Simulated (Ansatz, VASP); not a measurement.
**FePt in VASP and in Ansatz**

```
Fe Pt
1.0
     2.72897    0.00000    0.00000
     0.00000    2.72897    0.00000
     0.00000    0.00000    3.76607
Fe Pt
1 1
Direct
  0.00000 0.00000 0.00000
  0.50000 0.50000 0.50000
```

Alike in both runs: functional PBE; k mesh 20 × 20 × 16; occupations gaussian, width 0.1 eV; collinear spin.

Ansatz relaxed the structure, and its values are those at the end. VASP's run is a single point on that final structure, the one shown.

|  | VASP | Ansatz |
| --- | --- | --- |
| version | VASP 6.6.1 | Ansatz 0.2.0 |
| potentials or method | VASP PAW PBE potentials, release 64 (Fe, Pt), cutoff 520 eV | scalar-relativistic, plane waves, PAW |
| valence electrons in the cell | 18 | 34 |

VASP gave:

| Quantity | Value |
| --- | --- |
| gap on the k mesh at the Fermi level (eV) | none |
| pressure (GPa) | -0.4 |
| net moment per atom (μB) | 1.65 |
| size of the moment on the site where the two differ most (μB) | 0.33 |

Task: What did Ansatz give for the same quantities?

Result: gap on the k mesh at the Fermi level (eV): none; pressure (GPa): 0.0; net moment per atom (μB): 1.65; size of the moment on the site where the two differ most (μB): 0.38.

Site moments also hang on the region over which each program counts them. A gap of «none» marks a metal or a gap that the smearing closes. The functional is the same, so the differences come from potentials, cutoffs and numerics. VASP's potentials hold 18 valence electrons a cell and Ansatz's 34, so a difference there can come from the potentials and not from the codes.

Spin-orbit coupling is off throughout.
